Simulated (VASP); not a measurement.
Wanted: the native input for a VASP 6.6.1 run.

| Property | Result |
| --- | --- |
| Task | relaxation of cell and atoms |
| Functional | BLYP |
| Potentials or basis | VASP PAW PBE potentials, release 64 (S, Be) |
| Cutoff | 600 eV |
| k mesh | 9 × 9 × 9 |
| Occupations | fermi-dirac, width 0.05 eV |
| Spin | no spin polarisation |
| Dipole correction | no |
| Further INCAR settings | ALGO = Normal; EDIFF = 1e-06; IBRION = 2; EDIFFG = -0.01; NSW = 60; ISIF = 3 |

The structure of BeS lies in POSCAR:

```
BeS
1.0
    0.0000000000      2.4250000000      2.4250000000
    2.4250000000      0.0000000000      2.4250000000
    2.4250000000      2.4250000000      0.0000000000
S Be
1 1
Direct
    0.7500000000      0.7500000000      0.7500000000
    0.0000000000      0.0000000000      0.0000000000
```

One way to write it, as run:

INCAR

```
AGGAC = 1.0
AGGAX = 1.0
ALDAC = 0.0
ALDAX = 1.0
ALGO = Normal
EDIFF = 1E-6
EDIFFG = -0.01
ENCUT = 600
GGA = B5
IBRION = 2
ISIF = 3
ISMEAR = -1
LASPH = True
LCHARG = False
LREAL = False
LWAVE = False
NELM = 80
NSW = 60
PREC = Accurate
SIGMA = 0.05
```

KPOINTS

```
k-points
0
Gamma
  9 9 9
```

Potentials or basis: VASP PAW PBE potentials, release 64 (S, Be).

The run is started by

```bash
$ cat potpaw_PBE.64/S/POTCAR potpaw_PBE.64/Be/POTCAR > POTCAR
$ mpirun -np 1 vasp_std > vasp.out
```

Results of the run:

```json
{
 "Relaxed volume": "14.93 Å³/atom",
 "Relaxed cell": "a = 3.482 Å, b = 3.482 Å, c = 3.482 Å, α = 60.00°, β = 60.00°, γ = 60.00°",
 "Space group after relaxing (to 0.05 Å)": "F-43m (No. 216)",
 "Energy gained by relaxing": "8.9 meV/atom",
 "Ionic steps": "3",
 "Pressure after relaxing": "0.0 GPa",
 "Band gap on the k mesh": "3.57 eV, indirect (least direct gap 5.75 eV)"
}
```

Caveat: the PAW data sets were made with another functional, which shifts forces and pressure a little.

Run time: 65 s on 1 thread of Intel Xeon 6975P-C, with other jobs on the host, peak memory 0.15 GiB.
